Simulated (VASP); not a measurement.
# Na3HSe (Pm-3m) in VASP: notebook

Na3HSe is run at these levels: PBE+D3(BJ); tasks: single point, relaxation of cell and atoms.

Everything below comes from runs of VASP 6.6.1. Logs are shortened: lines on timing, memory, paths and dates and some standing lists are left out, and cuts for length are marked.

**1. The cell of the first run**

Symmetry: Pm-3m, No. 221, cubic system. Conventional cell: a = 4.436 Å, b = 4.436 Å, c = 4.436 Å, α = 90.00°, β = 90.00°, γ = 90.00°. Within 2.9 Å of Na (site symmetry 4/mmm) lie 2 H at 2.22 Å. H (site symmetry m-3m) has 6 Na at 2.22 Å within 2.9 Å. Se (site symmetry m-3m) has 12 Na at 3.14 Å and 8 H at 3.84 Å within 4.1 Å.

**2. Single point, PBE+D3(BJ)**

Input file INCAR:

```
SYSTEM = Na3HSe
ALGO = Normal
EDIFF = 1E-6
ENCUT = 520
GGA = PE
ISIF = 2
ISMEAR = 0
IVDW = 12
LASPH = .True.
LCHARG = .False.
LREAL = .False.
LWAVE = .False.
NBANDS = 22
NELM = 80
PREC = Accurate
SIGMA = 0.02
```

Input file KPOINTS:

```
k-points
0
Gamma
  6 6 6
  0 0 0
```

Input file POSCAR:

```
Na3HSe
1.0
    4.4355832331      0.0000000000      0.0000000000
    0.0000000000      4.4355832331      0.0000000000
    0.0000000000      0.0000000000      4.4355832331
Na H Se
3 1 1
Direct
    0.0000000000      0.5000000000      0.5000000000
    0.5000000000      0.0000000000      0.5000000000
    0.5000000000      0.5000000000      0.0000000000
    0.5000000000      0.5000000000      0.5000000000
    0.0000000000      0.0000000000      0.0000000000
```

Potentials or basis: VASP PAW PBE potentials, release 64 (Na_pv, H, Se).

The run is started by

```sh
> cat potpaw_PBE.64/Na_pv/POTCAR potpaw_PBE.64/H/POTCAR potpaw_PBE.64/Se/POTCAR > POTCAR
> mpirun -np 1 vasp_std > vasp.out
```

OUTCAR:

```text
SYSTEM = Na3HSe
   EDIFF = 1E-6
   ENCUT = 520
   GGA = PE
   ISIF = 2
   ISMEAR = 0
   IVDW = 12
   LASPH = .True.
   LREAL = .False.
   NELM = 80
   PREC = Accurate
 IVDW          = 12

 ion  position               nearest neighbor table
   1  0.000  0.500  0.500-
   2  0.500  0.000  0.500-
   3  0.500  0.500  0.000-
   4  0.500  0.500  0.500-
   5  0.000  0.000  0.000-

  LATTYP: Found a simple cubic cell.
 ALAT       =     4.4355832331

  Lattice vectors:

 A1 = (   4.4355832331,   0.0000000000,   0.0000000000)
 A2 = (   0.0000000000,   4.4355832331,   0.0000000000)
 A3 = (   0.0000000000,   0.0000000000,   4.4355832331)

Analysis of symmetry for initial positions (statically):
=====================================================================
 Subroutine PRICEL returns:
 Original cell was already a primitive cell.

 Routine SETGRP: Setting up the symmetry group for a
 simple cubic supercell.

 Subroutine GETGRP returns: Found 48 space group operations
 (whereof 48 operations were pure point group operations)
 out of a pool of 48 trial point group operations.

The static configuration has the point symmetry O_h .

Analysis of symmetry for dynamics (positions and initial velocities):
=====================================================================
 Subroutine PRICEL returns:
 Original cell was already a primitive cell.

 Routine SETGRP: Setting up the symmetry group for a
 simple cubic supercell.

 Subroutine GETGRP returns: Found 48 space group operations
 (whereof 48 operations were pure point group operations)
 out of a pool of 48 trial point group operations.

The dynamic configuration has the point symmetry O_h .

 Subroutine INISYM returns: Found 48 space group operations
 (whereof 48 operations are pure point group operations),
 and found     1 'primitive' translations

----------------------------------------------------------------------------------------

                                     Primitive cell

  volume of cell :      87.2674

  direct lattice vectors                    reciprocal lattice vectors
     4.435583233  0.000000000  0.000000000     0.225449495  0.000000000  0.000000000
     0.000000000  4.435583233  0.000000000     0.000000000  0.225449495  0.000000000
     0.000000000  0.000000000  4.435583233     0.000000000  0.000000000  0.225449495

  length of vectors
     4.435583233  4.435583233  4.435583233     0.225449495  0.225449495  0.225449495

  position of ions in fractional coordinates (direct lattice)
     0.000000000  0.500000000  0.500000000
     0.500000000  0.000000000  0.500000000
     0.500000000  0.500000000  0.000000000
     0.500000000  0.500000000  0.500000000
     0.000000000  0.000000000  0.000000000

  ion indices of the primitive-cell ions
   primitive index   ion index
                 1           1
                 2           2
                 3           3
                 4           4
                 5           5

----------------------------------------------------------------------------------------

 KPOINTS: k-points

Automatic generation of k-mesh.
 Grid dimensions read from file:
 generate k-points for:    6    6    6

 Generating k-lattice:

  Cartesian coordinates                     Fractional coordinates (reciprocal lattice)
     0.037574916  0.000000000  0.000000000     0.166666667  0.000000000  0.000000000
     0.000000000  0.037574916  0.000000000     0.000000000  0.166666667  0.000000000
     0.000000000  0.000000000  0.037574916     0.000000000  0.000000000  0.166666667

  Length of vectors
     0.037574916  0.037574916  0.037574916

  Shift w.r.t. Gamma in fractional coordinates (k-lattice)
     0.000000000  0.000000000  0.000000000

 Subroutine IBZKPT returns following result:
 ===========================================

 Found     20 irreducible k-points:

 Following reciprocal coordinates:
            Coordinates               Weight
  0.000000  0.000000  0.000000      1.000000
  0.166667  0.000000  0.000000      6.000000
  0.333333  0.000000  0.000000      6.000000
  0.500000  0.000000  0.000000      3.000000
  0.166667  0.166667  0.000000     12.000000
  0.333333  0.166667  0.000000     24.000000
[... 12 lines left out ...]
  0.500000  0.500000  0.333333      6.000000
  0.500000  0.500000  0.500000      1.000000
   k-points           NKPTS =     20   k-points in BZ     NKDIM =     20   number of bands    NBANDS=     22
   number of dos      NEDOS =    301   number of ions     NIONS =      5
   total plane-waves  NPLWV =  46656
   dimension x,y,z NGX =    36 NGY =   36 NGZ =   36
   dimension x,y,z NGXF=    72 NGYF=   72 NGZF=   72
   ions per type =               3   1   1
   NGX,Y,Z   is equivalent  to a cutoff of  13.49, 13.49, 13.49 a.u.
   NGXF,Y,Z  is equivalent  to a cutoff of  26.99, 26.99, 26.99 a.u.
 SYSTEM =  Na3HSe
   PREC   = accura    normal or accurate (medium, high low for compatibility)
   ISTART =      0    job   : 0-new  1-cont  2-samecut
   ICHARG =      2    charge: 1-file 2-atom 10-const
   ISPIN  =      1    spin polarized calculation?
   LNONCOLLINEAR =      F non collinear calculations
   LSORBIT =      F    spin-orbit coupling
   LASPH  =      T    aspherical Exc in radial PAW
   ENCUT  =  520.0 eV  38.22 Ry    6.18 a.u.   8.25  8.25  8.25*2*pi/ulx,y,z
   NELM   =     80;   NELMIN=  2; NELMDL= -5     # of ELM steps
   EDIFF  = 0.1E-05   stopping-criterion for ELM
   LREAL  =      F    real-space projection
   EDIFFG = 0.1E-04   stopping-criterion for IOM
   NSW    =      0    number of steps for IOM
   IBRION =     -1    ionic relax: 0-MD 1-quasi-New 2-CG
   NFREE  =      0    steps in history (QN), initial steepest desc. (CG)
   ISIF   =      2    stress and relaxation
   ISYM   =      2    0-nonsym 1-usesym 2-fastsym
   POTIM  = 0.5000    time-step for ionic-motion
   TEBEG  =    0.0;   TEEND  =   0.0 temperature during run
   PSTRESS=    0.0 pullay stress
   NELECT =      28.0000    total number of electrons
   NUPDOWN=      -1.0000    fix difference up-down
   EMIN   =  10.00;   EMAX   =-10.00  energy-range for DOS
   EFERMI =   0.00;   METHOD = LEGACY
   ISMEAR =     0;   SIGMA  =   0.02  broadening in eV -4-tet -1-fermi 0-gaus
   EFERMI_NEDOS =   21; number of points for ismear=-14 and -15
   IALGO  =     38    algorithm
   IMIX   =      4    mixing-type and parameters
     AMIX     =   0.40;   BMIX     =  1.00
     AMIX_MAG =   1.60;   BMIX_MAG =  1.00
  volume/ion in A,a.u.               =      17.45       117.78
  Fermi-wavevector in a.u.,A,eV,Ry     =   1.120754  2.117917 17.090121  1.256088
  Thomas-Fermi vector in A             =   2.257402
   LORBIT       =      0    0 simple, 1 ext, 2 COOP (PROOUT), +10 PAW based schemes
   GGA     = PE    functional components
   LHFCALC =     F    Hartree Fock is set to
   AEXX    =    0.0000 exact exchange contribution
   IVDW    =    12    specifies the selected vdW correction
   LEPSILON=     F    determine dielectric tensor
   LRPA    =     F    only Hartree local field effects (RPA)
 non-spin polarized calculation
 Gauss-broadening in eV      SIGMA  =   0.02
  energy-cutoff  :      520.00
  volume of cell :       87.27
 maximum number of plane-waves:      2373
 NGX is ok and might be reduce to    36
   NGX = 17   NGY = 17   NGZ = 17

 number of electron      28.0000020 magnetization

 Free energy of the ion-electron system (eV)
  ---------------------------------------------------
  ext. energy  EPLUGINS =         0.00000000
  ---------------------------------------------------
  free energy    TOTEN  =       -14.22544748 eV

  energy without entropy =      -14.22544748  energy(sigma->0) =      -14.22544748

 E-fermi :   1.1529     XC(G=0):  -8.6032

 val. band max:        0.9619866063   @ k =   0.5000   0.5000   0.0000
 cond. band min:       4.0202806996   @ k =   0.5000   0.0000   0.0000
 fundamental gap:      3.0582940933
 Fermi energy:         1.1529092870

 k-point     1 :       0.0000    0.0000    0.0000
  band No.  band energies     occupation
      1     -21.9362      2.00000
      2     -21.9362      2.00000
      3     -21.9362      2.00000
      4     -21.8543      2.00000
      5     -21.8543      2.00000
      6     -21.8543      2.00000
[... 14 lines left out ...]
     21      10.5091      0.00000
     22      10.5091      0.00000

 k-point     2 :       0.1667    0.0000    0.0000
  band No.  band energies     occupation
      1     -21.9310      2.00000
      2     -21.9310      2.00000
      3     -21.9293      2.00000
      4     -21.8560      2.00000
      5     -21.8560      2.00000
      6     -21.8550      2.00000
[... 14 lines left out ...]
     21      10.7015      0.00000
     22      10.8623      0.00000

 k-point     3 :       0.3333    0.0000    0.0000
  band No.  band energies     occupation
      1     -21.9185      2.00000
      2     -21.9185      2.00000
      3     -21.9093      2.00000
      4     -21.8616      2.00000
      5     -21.8616      2.00000
      6     -21.8564      2.00000
[... 14 lines left out ...]
     21      11.2484      0.00000
     22      11.3630      0.00000

 k-point     4 :       0.5000    0.0000    0.0000
  band No.  band energies     occupation
      1     -21.9101      2.00000
      2     -21.9101      2.00000
      3     -21.8854      2.00000
      4     -21.8703      2.00000
      5     -21.8667      2.00000
      6     -21.8667      2.00000
[... 14 lines left out ...]
     21      11.6482      0.00000
     22      11.6508      0.00000

 k-point     5 :       0.1667    0.1667    0.0000
  band No.  band energies     occupation
      1     -21.9358      2.00000
      2     -21.9257      2.00000
      3     -21.9146      2.00000
      4     -21.8653      2.00000
      5     -21.8572      2.00000
      6     -21.8486      2.00000
[... 14 lines left out ...]
     21       9.7652      0.00000
     22      11.3040      0.00000

 k-point     6 :       0.3333    0.1667    0.0000
  band No.  band energies     occupation
      1     -21.9290      2.00000
      2     -21.9129      2.00000
      3     -21.8964      2.00000
      4     -21.8791      2.00000
      5     -21.8618      2.00000
      6     -21.8511      2.00000
[... 14 lines left out ...]
     21       9.9267      0.00000
     22      11.4618      0.00000

 k-point     7 :       0.5000    0.1667    0.0000
  band No.  band energies     occupation
      1     -21.9171      2.00000
      2     -21.9040      2.00000
      3     -21.9015      2.00000
      4     -21.8702      2.00000
      5     -21.8693      2.00000
      6     -21.8665      2.00000
[... 224 lines left out ...]
      6     -21.8398      2.00000
[... 14 lines left out ...]
     21       9.8870      0.00000
     22      12.7276      0.00000

 k-point    17 :       0.3333    0.3333    0.3333
  band No.  band energies     occupation
      1     -21.9675      2.00000
      2     -21.9114      2.00000
      3     -21.9112      2.00000
      4     -21.9112      2.00000
      5     -21.8377      2.00000
      6     -21.8377      2.00000
[... 14 lines left out ...]
     21      10.8299      0.00000
     22      12.7840      0.00000

 k-point    18 :       0.5000    0.3333    0.3333
  band No.  band energies     occupation
      1     -21.9742      2.00000
      2     -21.9215      2.00000
      3     -21.9173      2.00000
      4     -21.9111      2.00000
      5     -21.8348      2.00000
      6     -21.8212      2.00000
[... 14 lines left out ...]
     21      11.5498      0.00000
     22      13.7755      0.00000

 k-point    19 :       0.5000    0.5000    0.3333
  band No.  band energies     occupation
      1     -21.9838      2.00000
      2     -21.9274      2.00000
      3     -21.9189      2.00000
      4     -21.9189      2.00000
      5     -21.8196      2.00000
      6     -21.8196      2.00000
[... 14 lines left out ...]
     21      11.7065      0.00000
     22      13.4229      0.00000

 k-point    20 :       0.5000    0.5000    0.5000
  band No.  band energies     occupation
      1     -21.9953      2.00000
      2     -21.9270      2.00000
      3     -21.9270      2.00000
      4     -21.9270      2.00000
      5     -21.8123      2.00000
      6     -21.8123      2.00000
[... 14 lines left out ...]
     21      12.8740      0.00000
     22      12.9175      0.00000

------------------------ aborting loop because EDIFF is reached ----------------------------------------

 Edisp (eV)   -1.23774

 E8    (eV) :    -0.5562

  FORCE on cell =-STRESS in cart. coord.  units (eV):
  Direction    XX          YY          ZZ          XY          YZ          ZX
  --------------------------------------------------------------------------------------
  -------------------------------------------------------------------------------------
  Total       0.01482     0.01482     0.01482     0.00000     0.00000     0.00000
  in kB       0.27218     0.27218     0.27218     0.00000     0.00000     0.00000
  external pressure =        0.27 kB  Pullay stress =        0.00 kB

 VOLUME and BASIS-vectors are now :
 -----------------------------------------------------------------------------
  energy-cutoff  :      520.00
  volume of cell :       87.27
      direct lattice vectors                 reciprocal lattice vectors
     4.435583233  0.000000000  0.000000000     0.225449495  0.000000000  0.000000000
     0.000000000  4.435583233  0.000000000     0.000000000  0.225449495  0.000000000
     0.000000000  0.000000000  4.435583233     0.000000000  0.000000000  0.225449495

 POSITION                                       TOTAL-FORCE (eV/Angst)
 -----------------------------------------------------------------------------------
      0.00000      2.21779      2.21779         0.000000      0.000000      0.000000
      2.21779      0.00000      2.21779         0.000000      0.000000      0.000000
      2.21779      2.21779      0.00000         0.000000      0.000000      0.000000
      2.21779      2.21779      2.21779         0.000000      0.000000      0.000000
      0.00000      0.00000      0.00000         0.000000      0.000000      0.000000
 -----------------------------------------------------------------------------------
    total drift:                                0.000000      0.000000      0.000000

  FREE ENERGIE OF THE ION-ELECTRON SYSTEM (eV)
  ---------------------------------------------------
  free  energy   TOTEN  =       -15.4631839163 eV

  energy  without entropy=      -15.4631839163  energy(sigma->0) =      -15.46318392
```

It took 39 s on 1 thread of Intel Xeon 8259CL, shared host; peak memory 0.23 GiB.

What came out:

| Item | Value |
| --- | --- |
| Free energy | -15.4632 eV |
| Pressure | 0.0 GPa |
| Band gap on the k mesh | 3.06 eV (least direct gap 3.21 eV) |
| Dispersion energy per atom | -0.248 eV |

A k mesh can miss the band edges.

(Continued in part 2 of 2.)
